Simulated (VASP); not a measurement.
Input of a VASP 6.6.1 run:

INCAR

```
ALGO = Normal
EDIFF = 1E-6
ENCUT = 520
ISIF = 2
ISMEAR = -1
LASPH = True
LCHARG = False
LREAL = False
LWAVE = False
NBANDS = 19
NELM = 100
PREC = Accurate
SIGMA = 0.05
```

KPOINTS

```
k-points
0
Gamma
  15 15 8
```

File POSCAR:

```
Ti
1.0
    2.7374755094      0.0000000000      0.0000000000
   -1.3687377547      2.3707233334      0.0000000000
    0.0000000000      0.0000000000      4.3684527249
Ti
2
Direct
    0.3333333333      0.6666666667      0.2500000000
    0.6666666667      0.3333333333      0.7500000000
```

Potentials or basis: VASP PAW LDA potentials, release 64 (Ti_sv).

Run with:

```console
$ cat potpaw_LDA.64/Ti_sv/POTCAR > POTCAR
$ mpirun -np 1 vasp_std > vasp.out
```

Task: Predict the band gap on the k mesh.

Result: Zero (bands 12 and 13 overlap by 1.29 eV).

Task: Predict the pressure.

Result: 19.7 GPa.

Stress tensor (GPa, compression positive):
```
19.65  0.00  0.00
 0.00 19.65  0.00
 0.00  0.00 19.73
```

Caveat: the cell stands under pressure.
